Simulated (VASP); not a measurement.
Set up this calculation in VASP 6.6.1, as the native input.

```
Task                   : relaxation of cell and atoms
Functional             : PBEsol
Potentials or basis    : VASP PAW PBE potentials, release 64 (Mg, B)
Cutoff                 : 600 eV
k mesh                 : 15 × 15 × 12
Occupations            : fermi-dirac, width 0.15 eV
Spin                   : no spin polarisation
Dipole correction      : no
Further INCAR settings : ALGO = Normal; EDIFF = 1e-07; IBRION = 2; EDIFFG = -0.001; NSW = 80; ISIF = 3
```

The structure of MgB2 lies in POSCAR:

```
MgB2
1.0
    3.0616909799      0.0000000000      0.0000000000
   -1.5308454900      2.6515021671      0.0000000000
    0.0000000000      0.0000000000      3.5044564399
Mg B
1 2
Direct
    0.0000000000      0.0000000000      0.0000000000
    0.3333333333      0.6666666667      0.5000000000
    0.6666666667      0.3333333333      0.5000000000
```

The input as run:

INCAR

```
  ALGO = Normal
  EDIFF = 1E-7
  EDIFFG = -0.001
  ENCUT = 600
  GGA = PS
  IBRION = 2
  ISIF = 3
  ISMEAR = -1
  LASPH = True
  LCHARG = False
  LREAL = False
  LWAVE = False
  NELM = 100
  NSW = 80
  PREC = Accurate
  SIGMA = 0.15
```

KPOINTS

```
k-points
0
Gamma
  15 15 12
```

Potentials or basis: VASP PAW PBE potentials, release 64 (Mg, B).

Command:

```console
$ cat potpaw_PBE.64/Mg/POTCAR potpaw_PBE.64/B/POTCAR > POTCAR
$ mpirun -np 1 vasp_std > vasp.out
```

It gave:

* Relaxed volume: 9.48 Å³/atom
* Relaxed cell: a = 3.065 Å, b = 3.065 Å, c = 3.496 Å, α = 90.00°, β = 90.00°, γ = 120.00°
* Space group after relaxing (to 0.1 Å): P6/mmm (No. 191)
* Energy gained by relaxing: 0.1 meV/atom
* Ionic steps: 5
* Pressure after relaxing: 0.0 GPa
* Band gap on the k mesh: zero (bands 4 and 5 overlap by 3.88 eV)

Caveat: the PAW data sets were made with another functional, which shifts forces and pressure a little.

Wall time 72 s on 1 thread of Intel Xeon 8259CL, with other jobs on the host, peak memory 0.2 GiB.
